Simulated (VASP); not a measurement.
Runs of VASP 6.6.1 on NiCl3. The structure is that of space group Pm-3m (No. 221), or close to it. The cells are those of the table. 

| cell | gap on the mesh (eV) | pressure (GPa) | moment (μB) |
| --- | --- | --- | --- |
| a = 4.749 Å, 4 atoms | none | (a) | 1.07 |
| a = 4.519 Å, 4 atoms | none | 0.1 | 0.00 |
| a = 4.489 Å, 4 atoms | none | 1.3 | 0.01 |
| a = 4.519, b = 4.429 Å, 4 atoms | none | 1.2 | 0.01 |
| a = 4.510 Å, 4 atoms | none | 0.1 | 0.02 |
| a = 4.458 Å, 4 atoms | none | (b) | 0.00 |

Alike in all rows: task single point; level PBEsol; potentials or basis VASP PAW PBE potentials, release 64 (Ni, Cl); spin collinear, ferromagnetic start; k mesh 6 × 6 × 6; cutoff (eV) 520; smearing gaussian 0.05 eV.

Q: Estimate the missing entries.

A: (a) -5.6; (b) 2.5.

Caveats: the PAW data sets were made with another functional, which shifts forces and pressure a little; semilocal functionals often make such compounds metallic where correlation or magnetic order opens a gap, which also shifts bond lengths; a cell with one magnetic atom can't hold antiferromagnetic order, which such compounds often take (some runs).

A gap of «none» marks levels without a gap at the run's occupations.
